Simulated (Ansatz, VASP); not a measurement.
One calculation of MgS, two programs

File POSCAR:

```
MgS
1.0
    0.0000000000      2.6015176528      2.6015176528
    2.6015176528      0.0000000000      2.6015176528
    2.6015176528      2.6015176528      0.0000000000
Mg S
1 1
Direct
    0.0000000000      0.0000000000      0.0000000000
    0.5000000000      0.5000000000      0.5000000000
```

File INCAR.step1:

```
ALGO     = Normal         # electronic algorithm
EDIFF    = 1E-5           # SCF threshold, eV
ENCUT    = 520            # plane-wave cutoff, eV
GGA      = PE             # functional
ISIF     = 2              # what is computed and relaxed
ISMEAR   = 0              # smearing method
LASPH    = True           # aspherical terms in the spheres
LREAL    = False          # projectors in reciprocal space
LWAVE    = True           # write WAVECAR
NBANDS   = 11             # bands
NELM     = 80             # most SCF steps
PREC     = Accurate       # precision mode
SIGMA    = 0.01           # smearing width, eV
```

The input INCAR.step2:

```
ALGO     = Normal         # electronic algorithm
EDIFF    = 1E-7           # SCF threshold, eV
ENCUT    = 520            # plane-wave cutoff, eV
GGA      = PE             # functional
HFSCREEN = 0.2079         # screening, 1/A
ISIF     = 2              # what is computed and relaxed
ISMEAR   = 0              # smearing method
ISTART   = 1            
LASPH    = True           # aspherical terms in the spheres
LCHARG   = True           # write CHGCAR
LELF     = True           # ELF
LHFCALC  = True           # exact exchange
LREAL    = False          # projectors in reciprocal space
LVHAR    = True         
LWAVE    = False          # write WAVECAR
NBANDS   = 11             # bands
NELM     = 80             # most SCF steps
PREC     = Accurate       # precision mode
PRECFOCK = Normal       
SIGMA    = 0.01           # smearing width, eV
```

File KPOINTS:

```
k-points
0
Gamma
  6 6 6
```

Input for Ansatz:

```yaml
crystal:
  lattice:
    - [0.0, 2.6015176528, 2.6015176528]
    - [2.6015176528, 0.0, 2.6015176528]
    - [2.6015176528, 2.6015176528, 0.0]
  atoms:
    - { symbol: Mg, position: [0.0, 0.0, 0.0] }
    - { symbol: S, position: [0.5, 0.5, 0.5] }
kpoints:
  mp_grid: { grid: [6, 6, 6] }
  band_path:
    path:
      - [0.0, 0.0, 0.0]
      - [0.5, 0.0, 0.5]
      - [0.625, 0.25, 0.625]
      - [0.375, 0.375, 0.75]
      - [0.5, 0.5, 0.5]
      - [0.5, 0.25, 0.75]
      - [0.0, 0.5, 0.5]
    npoints: 1
hamiltonian:
  xc: hse06
scf:
  occupations: { method: fixed }
  n_extra_bands: 4
output:
  forces: true
  stress: true
  eigenvalues: true
  write_density: true
  write_potential: true
  elf: true
  volumetric_format: npy
```

Alike in both runs: task single point; functional HSE06; k mesh 6 × 6 × 6; no spin polarisation.

|  | VASP | Ansatz |
| --- | --- | --- |
| version | VASP 6.6.1 | Ansatz 0.2.0 |
| potentials or method | VASP PAW PBE potentials, release 64 (Mg, S) | plane waves, PAW |
| plane-wave cutoff (eV) | 520 | 420 |
| occupations | gaussian, width 0.01 eV | fixed |
| valence electrons in the cell | 8 | 16 |

Ansatz gave:

* gap on the k mesh at the Fermi level (eV): 3.80
* pressure (GPa): -0.4

Q: What did VASP give for the same quantities?

A: gap on the k mesh at the Fermi level (eV): 3.75; pressure (GPa): -0.7.

VASP's potentials hold 8 valence electrons a cell and Ansatz's 16, so a difference there can come from the potentials and not from the codes. Ansatz's warnings: stress exchange threshold loose, stress scf threshold loose.
